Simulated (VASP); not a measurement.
# Co (P6_3/mmc) in VASP: a series of runs

Co is run at these levels: PBE; tasks: electric field gradients.

All numbers are computed with VASP 6.6.1; they aren't measurements. Logs are shortened: lines on timing, memory, paths and dates and some standing lists are left out, and cuts for length are marked.

## (1) The cell of the first run

It takes space group P6_3/mmc (No. 194, hexagonal). The conventional cell has a = 2.494 Å, b = 2.494 Å, c = 4.030 Å, α = 90.00°, β = 90.00°, γ = 120.00°. Within 3.3 Å of Co (site symmetry -6m2) lie 12 Co at 2.48 to 2.49 Å.

## (2) Electric field gradients, PBE, collinear spin, ferromagnetic start

The input, INCAR:

```
ALGO = Normal ; EDIFF = 1E-8
ENCUT = 520 ; GGA = PE
ISIF = 2 ; ISMEAR = 0
ISPIN = 2 ; LASPH = T
LCHARG = F ; LEFG = T
LMAXMIX = 4 ; LORBIT = 11
LREAL = F ; LWAVE = F
MAGMOM = 1.85 1.85 ; NBANDS = 20
NELM = 150 ; PREC = Accurate
SIGMA = 0.05
```

The input, KPOINTS:

```
k-points
0
Gamma
  20 20 12
```

The input, POSCAR:

```
Co
1.0
    2.4937131651      0.0000000000      0.0000000000
   -1.2468565826      2.1596189507      0.0000000000
    0.0000000000      0.0000000000      4.0300901820
Co
2
Direct
    0.3333333333      0.6666666667      0.2500000000
    0.6666666667      0.3333333333      0.7500000000
```

Potentials or basis: VASP PAW PBE potentials, release 64 (Co).

The run is started by

```
$ cat potpaw_PBE.64/Co/POTCAR > POTCAR
$ mpirun -np 1 vasp_std > vasp.out
```

OUTCAR:

```text
EDIFF = 1E-8
   ENCUT = 520
   GGA = PE
   ISIF = 2
   ISMEAR = 0
   ISPIN = 2
   LASPH = T
   LORBIT = 11
   LREAL = F
   NELM = 150
   PREC = Accurate

 ion  position               nearest neighbor table
   1  0.333  0.667  0.250-   2 2.48   2 2.48   2 2.48   2 2.48   2 2.48   2 2.48
   2  0.667  0.333  0.750-   1 2.48   1 2.48   1 2.48   1 2.48   1 2.48   1 2.48

  LATTYP: Found a hexagonal cell.
 ALAT       =     2.4937131651
 C/A-ratio  =     1.6161001347

  Lattice vectors:

 A1 = (   2.4937131651,   0.0000000000,   0.0000000000)
 A2 = (  -1.2468565826,   2.1596189507,   0.0000000000)
 A3 = (   0.0000000000,   0.0000000000,   4.0300901820)

Analysis of symmetry for initial positions (statically):
=====================================================================
 Subroutine PRICEL returns:
 Original cell was already a primitive cell.

 Routine SETGRP: Setting up the symmetry group for a
 hexagonal supercell.

 Subroutine GETGRP returns: Found 24 space group operations
 (whereof 12 operations were pure point group operations)
 out of a pool of 24 trial point group operations.

The static configuration has the point symmetry D_3d.
 The point group associated with its full space group is D_6h.

Analysis of symmetry for dynamics (positions and initial velocities):
=====================================================================
 Subroutine PRICEL returns:
 Original cell was already a primitive cell.

 Routine SETGRP: Setting up the symmetry group for a
 hexagonal supercell.

 Subroutine GETGRP returns: Found 24 space group operations
 (whereof 12 operations were pure point group operations)
 out of a pool of 24 trial point group operations.

The dynamic configuration has the point symmetry D_3d.
 The point group associated with its full space group is D_6h.

Analysis of structural, dynamic, and magnetic symmetry:
=====================================================================
 Subroutine PRICEL returns:
 Original cell was already a primitive cell.

 Routine SETGRP: Setting up the symmetry group for a
 hexagonal supercell.

 Subroutine GETGRP returns: Found 24 space group operations
 (whereof 12 operations were pure point group operations)
 out of a pool of 24 trial point group operations.

The overall configuration has the point symmetry D_3d.
 The point group associated with its full space group is D_6h.

 Subroutine INISYM returns: Found 24 space group operations
 (whereof 12 operations are pure point group operations),
 and found     1 'primitive' translations

----------------------------------------------------------------------------------------

                                     Primitive cell

  volume of cell :      21.7039

  direct lattice vectors                    reciprocal lattice vectors
     2.493713165  0.000000000  0.000000000     0.401008430  0.231522325  0.000000000
    -1.246856583  2.159618951  0.000000000     0.000000000  0.463044649  0.000000000
     0.000000000  0.000000000  4.030090182     0.000000000  0.000000000  0.248133405

  length of vectors
     2.493713165  2.493713165  4.030090182     0.463044649  0.463044649  0.248133405

  position of ions in fractional coordinates (direct lattice)
     0.333333333  0.666666667  0.250000000
     0.666666667  0.333333333  0.750000000

  ion indices of the primitive-cell ions
   primitive index   ion index
                 1           1
                 2           2

----------------------------------------------------------------------------------------

 KPOINTS: k-points

Automatic generation of k-mesh.
 Grid dimensions read from file:
 generate k-points for:   20   20   12

 Generating k-lattice:

  Cartesian coordinates                     Fractional coordinates (reciprocal lattice)
     0.020050421  0.011576116  0.000000000     0.050000000 -0.000000000  0.000000000
     0.000000000  0.023152232  0.000000000     0.000000000  0.050000000  0.000000000
     0.000000000  0.000000000  0.020677784     0.000000000  0.000000000  0.083333333

  Length of vectors
     0.023152232  0.023152232  0.020677784

  Shift w.r.t. Gamma in fractional coordinates (k-lattice)
     0.000000000  0.000000000  0.000000000

 Subroutine IBZKPT returns following result:
 ===========================================

 Found    308 irreducible k-points:

 Following reciprocal coordinates:
            Coordinates               Weight
  0.000000  0.000000  0.000000      1.000000
  0.050000  0.000000  0.000000      6.000000
  0.100000  0.000000  0.000000      6.000000
  0.150000  0.000000  0.000000      6.000000
  0.200000  0.000000  0.000000      6.000000
  0.250000  0.000000  0.000000      6.000000
[... 16 lines left out ...]
  0.200000  0.100000  0.000000     12.000000
  0.250000  0.100000  0.000000     12.000000
 [... further k-points ...]
   k-points           NKPTS =    308   k-points in BZ     NKDIM =    308   number of bands    NBANDS=     20
   number of dos      NEDOS =    301   number of ions     NIONS =      2
   total plane-waves  NPLWV =  12000
   dimension x,y,z NGX =    20 NGY =   20 NGZ =   30
   dimension x,y,z NGXF=    40 NGYF=   40 NGZF=   60
   ions per type =               2
   NGX,Y,Z   is equivalent  to a cutoff of  13.33, 13.33, 12.38 a.u.
   NGXF,Y,Z  is equivalent  to a cutoff of  26.67, 26.67, 24.75 a.u.
 SYSTEM =  unknown system
   PREC   = accura    normal or accurate (medium, high low for compatibility)
   ISTART =      0    job   : 0-new  1-cont  2-samecut
   ICHARG =      2    charge: 1-file 2-atom 10-const
   ISPIN  =      2    spin polarized calculation?
   LNONCOLLINEAR =      F non collinear calculations
   LSORBIT =      F    spin-orbit coupling
   LASPH  =      T    aspherical Exc in radial PAW
   ENCUT  =  520.0 eV  38.22 Ry    6.18 a.u.   4.64  4.64  7.49*2*pi/ulx,y,z
   NELM   =    150;   NELMIN=  2; NELMDL= -5     # of ELM steps
   EDIFF  = 0.1E-07   stopping-criterion for ELM
   LREAL  =      F    real-space projection
   EDIFFG = 0.1E-06   stopping-criterion for IOM
   NSW    =      0    number of steps for IOM
   IBRION =     -1    ionic relax: 0-MD 1-quasi-New 2-CG
   NFREE  =      0    steps in history (QN), initial steepest desc. (CG)
   ISIF   =      2    stress and relaxation
   ISYM   =      2    0-nonsym 1-usesym 2-fastsym
   POTIM  = 0.5000    time-step for ionic-motion
   TEBEG  =    0.0;   TEEND  =   0.0 temperature during run
   PSTRESS=    0.0 pullay stress
   NELECT =      18.0000    total number of electrons
   NUPDOWN=      -1.0000    fix difference up-down
   EMIN   =  10.00;   EMAX   =-10.00  energy-range for DOS
   EFERMI =   0.00;   METHOD = LEGACY
   ISMEAR =     0;   SIGMA  =   0.05  broadening in eV -4-tet -1-fermi 0-gaus
   EFERMI_NEDOS =   21; number of points for ismear=-14 and -15
   IALGO  =     38    algorithm
   IMIX   =      4    mixing-type and parameters
     AMIX     =   0.40;   BMIX     =  1.00
     AMIX_MAG =   1.60;   BMIX_MAG =  1.00
  volume/ion in A,a.u.               =      10.85        73.23
  Fermi-wavevector in a.u.,A,eV,Ry     =   1.538106  2.906598 32.188246  2.365769
  Thomas-Fermi vector in A             =   2.644521
   LORBIT       =     11    0 simple, 1 ext, 2 COOP (PROOUT), +10 PAW based schemes
   GGA     = PE    functional components
   LHFCALC =     F    Hartree Fock is set to
   AEXX    =    0.0000 exact exchange contribution
   IVDW    =     0    specifies the selected vdW correction
   LEPSILON=     F    determine dielectric tensor
   LRPA    =     F    only Hartree local field effects (RPA)
 spin polarized calculation
 Gauss-broadening in eV      SIGMA  =   0.05
  energy-cutoff  :      520.00
  volume of cell :       21.70
 maximum number of plane-waves:       597
 NGX is ok and might be reduce to    20
   NGX =  9   NGY =  9   NGZ = 15

 number of electron      17.9999996 magnetization       3.1954497

 Free energy of the ion-electron system (eV)
  ---------------------------------------------------
  ext. energy  EPLUGINS =         0.00000000
  ---------------------------------------------------
  free energy    TOTEN  =       -14.07299172 eV

  energy without entropy =      -14.07063531  energy(sigma->0) =      -14.07181351

 E-fermi :  10.2468     XC(G=0): -13.4020

 val. band max:       10.2440946927   @ k =   0.2500   0.1000   0.4167
 cond. band min:      10.2492193758   @ k =   0.2000   0.0000   0.0000
 fundamental gap:      0.0051246832
 Fermi energy:        10.2467792254

 spin component 1

 k-point     1 :       0.0000    0.0000    0.0000
  band No.  band energies     occupation
      1       1.3491      1.00000
      2       5.1317      1.00000
      3       7.6528      1.00000
      4       7.6723      1.00000
      5       7.6723      1.00000
      6       7.9844      1.00000
[... 12 lines left out ...]
     19      36.1284      0.00000
     20      36.1284      0.00000
[... 507 lines left out ...]
 k-point    24 :       0.2500    0.1000    0.0000
  band No.  band energies     occupation
      1       4.2863      1.00000
      2       6.0447      1.00000
      3       6.3849      1.00000
      4       6.8459      1.00000
      5       7.5932      1.00000
      6       7.7500      1.00000
[... 12 lines left out ...]
     19      34.5296      0.00000
     20      35.4993      0.00000

 [... further k-points ...]

 spin component 2

 k-point     1 :       0.0000    0.0000    0.0000
  band No.  band energies     occupation
      1       1.3386      1.00000
      2       6.0677      1.00000
      3       9.2752      1.00000
      4       9.2981      1.00000
      5       9.2981      1.00000
      6       9.6640      1.00000
[... 12 lines left out ...]
     19      36.4129      0.00000
     20      36.4129      0.00000
[... 507 lines left out ...]
 k-point    24 :       0.2500    0.1000    0.0000
  band No.  band energies     occupation
      1       4.3944      1.00000
      2       7.2721      1.00000
      3       7.5461      1.00000
      4       8.1055      1.00000
      5       9.1967      1.00000
      6       9.2784      1.00000
[... 12 lines left out ...]
     19      34.8280      0.00000
     20      35.8576      0.00000

 [... further k-points ...]

------------------------ aborting loop because EDIFF is reached ----------------------------------------

  FORCE on cell =-STRESS in cart. coord.  units (eV):
  Direction    XX          YY          ZZ          XY          YZ          ZX
  --------------------------------------------------------------------------------------
  -------------------------------------------------------------------------------------
  Total       -0.0915729     -0.0915729     -0.1168758      0.0000000     -0.0000000      0.0000000
  in kB       -6.7598796     -6.7598796     -8.6277375      0.0000000     -0.0000000      0.0000000
  external PRESSURE =      -7.3824989 kB  Pullay stress =       0.0000000 kB

 VOLUME and BASIS-vectors are now :
 -----------------------------------------------------------------------------
  energy-cutoff  :      520.00
  volume of cell :       21.70
      direct lattice vectors                 reciprocal lattice vectors
     2.493713165  0.000000000  0.000000000     0.401008430  0.231522325  0.000000000
    -1.246856583  2.159618951  0.000000000     0.000000000  0.463044649  0.000000000
     0.000000000  0.000000000  4.030090182     0.000000000  0.000000000  0.248133405

 POSITION                                       TOTAL-FORCE (eV/Angst)
 -----------------------------------------------------------------------------------
     -0.00000      1.43975      1.00752         0.000000      0.000000      0.000000
      1.24686      0.71987      3.02257        -0.000000     -0.000000      0.000000
 -----------------------------------------------------------------------------------
    total drift:                               -0.000000      0.000000     -0.000000

  FREE ENERGIE OF THE ION-ELECTRON SYSTEM (eV)
  ---------------------------------------------------
  free  energy   TOTEN  =       -14.0729917155 eV

  energy  without entropy=      -14.0706353119  energy(sigma->0) =      -14.07181351

 Electric field gradients (V/A^2)
---------------------------------------------------------------------
 ion       V_xx      V_yy      V_zz      V_xy      V_xz      V_yz
---------------------------------------------------------------------
   1       1.941     1.939    -3.880    -0.001     0.000    -0.000
   2       1.941     1.939    -3.880    -0.001    -0.000     0.000
---------------------------------------------------------------------

 Electric field gradients after diagonalization (V/A^2)
 (convention: |V_zz| > |V_xx| > |V_yy|)
----------------------------------------------------------------------
 ion       V_xx      V_yy      V_zz     asymmetry (V_yy - V_xx)/ V_zz
----------------------------------------------------------------------
   1       1.942     1.939    -3.880       0.001
   2       1.942     1.939    -3.880       0.001
----------------------------------------------------------------------

           NMR quadrupolar parameters

 Cq : quadrupolar parameter    Cq=e*Q*V_zz/h
 eta: asymmetry parameters     (V_yy - V_xx)/ V_zz
 Q  : nuclear electric quadrupole moment in mb (millibarn)
----------------------------------------------------------------------
 ion       Cq(MHz)       eta       Q (mb)
----------------------------------------------------------------------
   1      -0.009       0.001       1.000
   2      -0.009       0.001       1.000
----------------------------------------------------------------------

 total charge

# of ion       s       p       d       tot
------------------------------------------
    1        0.488   0.520   7.265   8.273
    2        0.488   0.520   7.265   8.273
--------------------------------------------------
tot          0.976   1.040  14.530  16.546

 magnetization (x)

# of ion       s       p       d       tot
------------------------------------------
    1       -0.015  -0.055   1.688   1.618
    2       -0.015  -0.055   1.688   1.618
--------------------------------------------------
tot         -0.031  -0.110   3.377   3.237
```

It took 5.2 min on 1 thread of Oxide Virtual Turin-like, shared host; peak memory 0.25 GiB.

Results:

* Free energy: -14.0730 eV
* Pressure: -0.7 GPa
* Net moment: 3.20 μB per cell
* Site moments: Co +1.62 μB
* Largest electric field gradient by atom: Co -3.9 V/Å²
* Valence electrons inside the program's atomic spheres: Co 8.27

Stress tensor (GPa, compression positive):
```
-0.68  0.00  0.00
 0.00 -0.68  0.00
 0.00  0.00 -0.86
```

Electric field gradients, principal values (V/Å²):
```tsv
atom	least	middle	greatest (by size)
1 Co	1.939	1.942	-3.880
2 Co	1.939	1.942	-3.880
```

Caveat: without QUAD_EFG the Cq values of the log hold for a quadrupole moment of 1 mb, not for the nuclei.

[end of part 1 of 2]
